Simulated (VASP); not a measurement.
# TiAl in VASP: single point with PBE

Aim: the single point of TiAl with PBE.

Everything below comes from runs of VASP 6.6.1. Logs are shortened: lines on timing, memory, paths and dates and some standing lists are left out, and cuts for length are marked.

## (1) The cell of the first run

The typed cell holds 4 atoms: a = 4.621 Å, b = 4.621 Å, c = 5.176 Å, α = 90.00°, β = 90.00°, γ = 120.00°.

## (2) Single point, PBE

Contents of INCAR:

```
SYSTEM = TiAl
PREC = Accurate ; ENCUT = 520
EDIFF = 1E-6 ; ISMEAR = 0
SIGMA = 0.1 ; LREAL = .False.
LASPH = .True. ; NELM = 80
ALGO = Normal ; ISIF = 2
LWAVE = .False. ; LCHARG = .False.
GGA = PE ; NBANDS = 23
```

Contents of KPOINTS:

```
regular mesh
0
Gamma
  6 6 4
  0 0 0
```

Contents of POSCAR:

```
TiAl
1.0
    4.6212733780      0.0000000000      0.0000000000
   -2.3106366890      4.0021401432      0.0000000000
    0.0000000000      0.0000000000      5.1763170787
Ti Al
2 2
Direct
    0.3333333333      0.6666666667     -0.0589177652
    0.6666666667      0.3333333333      0.4410822348
    0.3333333333      0.6666666667      0.4410177652
    0.6666666667      0.3333333333      0.9410177652
```

Potentials or basis: VASP PAW PBE potentials, release 64 (Ti_sv, Al).

On the command line:

```bash
$ cat potpaw_PBE.64/Ti_sv/POTCAR potpaw_PBE.64/Al/POTCAR > POTCAR
$ mpirun -np 1 vasp_std > vasp.out
```

OUTCAR:

```text
SYSTEM = TiAl
   PREC = Accurate
   ENCUT = 520
   EDIFF = 1E-6
   ISMEAR = 0
   LREAL = .False.
   LASPH = .True.
   NELM = 80
   ISIF = 2
   GGA = PE

 ion  position               nearest neighbor table
   1  0.333  0.667  0.941-   3 2.59   3 2.59   4 2.67   4 2.67   4 2.67
   2  0.667  0.333  0.441-   4 2.59   4 2.59   3 2.67   3 2.67   3 2.67
   3  0.333  0.667  0.441-   1 2.59   1 2.59   2 2.67   2 2.67   2 2.67
   4  0.667  0.333  0.941-   2 2.59   2 2.59   1 2.67   1 2.67   1 2.67

  LATTYP: Found a hexagonal cell.
 ALAT       =     4.6212733780
 C/A-ratio  =     1.1201062251

  Lattice vectors:

 A1 = (   4.6212733780,   0.0000000000,   0.0000000000)
 A2 = (  -2.3106366890,   4.0021401432,   0.0000000000)
 A3 = (   0.0000000000,   0.0000000000,   5.1763170787)

Analysis of symmetry for initial positions (statically):
=====================================================================
 Subroutine PRICEL returns:
 Original cell was already a primitive cell.

 Routine SETGRP: Setting up the symmetry group for a
 hexagonal supercell.

 Subroutine GETGRP returns: Found 12 space group operations
 (whereof  6 operations were pure point group operations)
 out of a pool of 24 trial point group operations.

The static configuration has the point symmetry C_3v.
 The point group associated with its full space group is C_6v.

Analysis of symmetry for dynamics (positions and initial velocities):
=====================================================================
 Subroutine PRICEL returns:
 Original cell was already a primitive cell.

 Routine SETGRP: Setting up the symmetry group for a
 hexagonal supercell.

 Subroutine GETGRP returns: Found 12 space group operations
 (whereof  6 operations were pure point group operations)
 out of a pool of 24 trial point group operations.

The dynamic configuration has the point symmetry C_3v.
 The point group associated with its full space group is C_6v.

 Subroutine INISYM returns: Found 12 space group operations
 (whereof  6 operations are pure point group operations),
 and found     1 'primitive' translations

----------------------------------------------------------------------------------------

                                     Primitive cell

  volume of cell :      95.7359

  direct lattice vectors                    reciprocal lattice vectors
     4.621273378  0.000000000  0.000000000     0.216390574  0.124933156  0.000000000
    -2.310636689  4.002140143  0.000000000     0.000000000  0.249866313  0.000000000
     0.000000000  0.000000000  5.176317079     0.000000000  0.000000000  0.193187547

  length of vectors
     4.621273378  4.621273378  5.176317079     0.249866313  0.249866313  0.193187547

  position of ions in fractional coordinates (direct lattice)
     0.333333333  0.666666667  0.941082235
     0.666666667  0.333333333  0.441082235
     0.333333333  0.666666667  0.441017765
     0.666666667  0.333333333  0.941017765

  ion indices of the primitive-cell ions
   primitive index   ion index
                 1           1
                 2           2
                 3           3
                 4           4

----------------------------------------------------------------------------------------

 KPOINTS: regular mesh

Automatic generation of k-mesh.
 Grid dimensions read from file:
 generate k-points for:    6    6    4

 Generating k-lattice:

  Cartesian coordinates                     Fractional coordinates (reciprocal lattice)
     0.036065096  0.020822193  0.000000000     0.166666667  0.000000000  0.000000000
     0.000000000  0.041644385  0.000000000     0.000000000  0.166666667  0.000000000
     0.000000000  0.000000000  0.048296887     0.000000000  0.000000000  0.250000000

  Length of vectors
     0.041644385  0.041644385  0.048296887

  Shift w.r.t. Gamma in fractional coordinates (k-lattice)
     0.000000000  0.000000000  0.000000000

 Subroutine IBZKPT returns following result:
 ===========================================

 Found     21 irreducible k-points:

 Following reciprocal coordinates:
            Coordinates               Weight
  0.000000  0.000000  0.000000      1.000000
  0.166667 -0.000000  0.000000      6.000000
  0.333333 -0.000000  0.000000      6.000000
  0.500000  0.000000  0.000000      3.000000
  0.166667  0.166667  0.000000      6.000000
  0.333333  0.166667  0.000000     12.000000
[... 13 lines left out ...]
  0.333333  0.166667  0.500000     12.000000
  0.333333  0.333333  0.500000      2.000000
   k-points           NKPTS =     21   k-points in BZ     NKDIM =     21   number of bands    NBANDS=     23
   number of dos      NEDOS =    301   number of ions     NIONS =      4
   total plane-waves  NPLWV =  51840
   dimension x,y,z NGX =    36 NGY =   36 NGZ =   40
   dimension x,y,z NGXF=    72 NGYF=   72 NGZF=   80
   ions per type =               2   2
   NGX,Y,Z   is equivalent  to a cutoff of  12.95, 12.95, 12.85 a.u.
   NGXF,Y,Z  is equivalent  to a cutoff of  25.90, 25.90, 25.69 a.u.
 SYSTEM =  TiAl
   PREC   = accura    normal or accurate (medium, high low for compatibility)
   ISTART =      0    job   : 0-new  1-cont  2-samecut
   ICHARG =      2    charge: 1-file 2-atom 10-const
   ISPIN  =      1    spin polarized calculation?
   LNONCOLLINEAR =      F non collinear calculations
   LSORBIT =      F    spin-orbit coupling
   LASPH  =      T    aspherical Exc in radial PAW
   ENCUT  =  520.0 eV  38.22 Ry    6.18 a.u.   8.59  8.59  9.62*2*pi/ulx,y,z
   NELM   =     80;   NELMIN=  2; NELMDL= -5     # of ELM steps
   EDIFF  = 0.1E-05   stopping-criterion for ELM
   LREAL  =      F    real-space projection
   EDIFFG = 0.1E-04   stopping-criterion for IOM
   NSW    =      0    number of steps for IOM
   IBRION =     -1    ionic relax: 0-MD 1-quasi-New 2-CG
   NFREE  =      0    steps in history (QN), initial steepest desc. (CG)
   ISIF   =      2    stress and relaxation
   ISYM   =      2    0-nonsym 1-usesym 2-fastsym
   POTIM  = 0.5000    time-step for ionic-motion
   TEBEG  =    0.0;   TEEND  =   0.0 temperature during run
   PSTRESS=    0.0 pullay stress
   NELECT =      30.0000    total number of electrons
   NUPDOWN=      -1.0000    fix difference up-down
   EMIN   =  10.00;   EMAX   =-10.00  energy-range for DOS
   EFERMI =   0.00;   METHOD = LEGACY
   ISMEAR =     0;   SIGMA  =   0.10  broadening in eV -4-tet -1-fermi 0-gaus
   EFERMI_NEDOS =   21; number of points for ismear=-14 and -15
   IALGO  =     38    algorithm
   IMIX   =      4    mixing-type and parameters
     AMIX     =   0.40;   BMIX     =  1.00
     AMIX_MAG =   1.60;   BMIX_MAG =  1.00
  volume/ion in A,a.u.               =      23.93       161.51
  Fermi-wavevector in a.u.,A,eV,Ry     =   1.111963  2.101305 16.823081  1.236462
  Thomas-Fermi vector in A             =   2.248532
   LORBIT       =      0    0 simple, 1 ext, 2 COOP (PROOUT), +10 PAW based schemes
   GGA     = PE    functional components
   LHFCALC =     F    Hartree Fock is set to
   AEXX    =    0.0000 exact exchange contribution
   IVDW    =     0    specifies the selected vdW correction
   LEPSILON=     F    determine dielectric tensor
   LRPA    =     F    only Hartree local field effects (RPA)
 non-spin polarized calculation
 Gauss-broadening in eV      SIGMA  =   0.10
  energy-cutoff  :      520.00
  volume of cell :       95.74
 maximum number of plane-waves:      2605
 NGX is ok and might be reduce to    36
   NGX = 17   NGY = 17   NGZ = 19

 number of electron      29.9999993 magnetization

 Free energy of the ion-electron system (eV)
  ---------------------------------------------------
  ext. energy  EPLUGINS =         0.00000000
  ---------------------------------------------------
  free energy    TOTEN  =       -19.98636737 eV

  energy without entropy =      -19.94999539  energy(sigma->0) =      -19.96818138

 E-fermi :   4.0115     XC(G=0):  -9.1646

 val. band max:        4.0095175805   @ k =   0.5000   0.0000   0.0000
 cond. band min:       4.0259883194   @ k =   0.1667  -0.0000   0.0000
 fundamental gap:      0.0164707389
 Fermi energy:         4.0114643441

 k-point     1 :       0.0000    0.0000    0.0000
  band No.  band energies     occupation
      1     -52.8107      2.00000
      2     -52.8057      2.00000
      3     -29.1343      2.00000
      4     -29.1343      2.00000
      5     -29.1164      2.00000
      6     -29.1164      2.00000
[... 15 lines left out ...]
     22       7.7843      0.00000
     23       7.7843      0.00000

 k-point     2 :       0.1667   -0.0000    0.0000
  band No.  band energies     occupation
      1     -52.8104      2.00000
      2     -52.8060      2.00000
      3     -29.1351      2.00000
      4     -29.1343      2.00000
      5     -29.1179      2.00000
      6     -29.1159      2.00000
[... 15 lines left out ...]
     22       7.1225      0.00000
     23       7.3527      0.00000

 k-point     3 :       0.3333   -0.0000    0.0000
  band No.  band energies     occupation
      1     -52.8096      2.00000
      2     -52.8067      2.00000
      3     -29.1367      2.00000
      4     -29.1341      2.00000
      5     -29.1212      2.00000
      6     -29.1151      2.00000
[... 15 lines left out ...]
     22       6.4656      0.00000
     23       7.2188      0.00000
[... 417 lines left out ...]
 k-point    20 :       0.3333    0.1667    0.5000
  band No.  band energies     occupation
      1     -52.8080      2.00000
      2     -52.8080      2.00000
      3     -29.1298      2.00000
      4     -29.1298      2.00000
      5     -29.1265      2.00000
      6     -29.1265      2.00000
[... 15 lines left out ...]
     22       6.3639      0.00000
     23       7.1074      0.00000

 k-point    21 :       0.3333    0.3333    0.5000
  band No.  band energies     occupation
      1     -52.8080      2.00000
      2     -52.8080      2.00000
      3     -29.1299      2.00000
      4     -29.1299      2.00000
      5     -29.1271      2.00000
      6     -29.1271      2.00000
[... 15 lines left out ...]
     22       6.3050      0.00000
     23       6.6489      0.00000

------------------------ aborting loop because EDIFF is reached ----------------------------------------

  FORCE on cell =-STRESS in cart. coord.  units (eV):
  Direction    XX          YY          ZZ          XY          YZ          ZX
  --------------------------------------------------------------------------------------
  -------------------------------------------------------------------------------------
  Total       -0.0188404     -0.0188404     -0.0195269      0.0000000     -0.0000000     -0.0000000
  in kB       -0.3153011     -0.3153011     -0.3267897      0.0000000     -0.0000000     -0.0000000
  external PRESSURE =      -0.3191306 kB  Pullay stress =       0.0000000 kB

 VOLUME and BASIS-vectors are now :
 -----------------------------------------------------------------------------
  energy-cutoff  :      520.00
  volume of cell :       95.74
      direct lattice vectors                 reciprocal lattice vectors
     4.621273378  0.000000000  0.000000000     0.216390574  0.124933156  0.000000000
    -2.310636689  4.002140143  0.000000000     0.000000000  0.249866313  0.000000000
     0.000000000  0.000000000  5.176317079     0.000000000  0.000000000  0.193187547

 POSITION                                       TOTAL-FORCE (eV/Angst)
 -----------------------------------------------------------------------------------
     -0.00000      2.66809      4.87134        -0.000000      0.000000     -0.003077
      2.31064      1.33405      2.28318         0.000000      0.000000     -0.003077
     -0.00000      2.66809      2.28285         0.000000      0.000000      0.003077
      2.31064      1.33405      4.87101         0.000000     -0.000000      0.003077
 -----------------------------------------------------------------------------------
    total drift:                               -0.000000      0.000000      0.000081

  FREE ENERGIE OF THE ION-ELECTRON SYSTEM (eV)
  ---------------------------------------------------
  free  energy   TOTEN  =       -19.9863673723 eV

  energy  without entropy=      -19.9499953906  energy(sigma->0) =      -19.96818138
```

Run time: 43 s. Hardware: 1 thread of AMD EPYC 7R13 (Zen 3), shared host; peak memory 0.2 GiB.

What came out:

```yaml
Free_energy: -19.9864 eV
Pressure: 0.0 GPa
Largest_force: 0.003 eV/Å
Band_gap_on_the_k_mesh: zero (bands 15 and 16 overlap by 0.71 eV)
```

Forces in eV/Å, atoms in the order of the input:
```
Ti   0.000  0.000 -0.003
Ti   0.000  0.000 -0.003
Al   0.000  0.000  0.003
Al   0.000  0.000  0.003
```
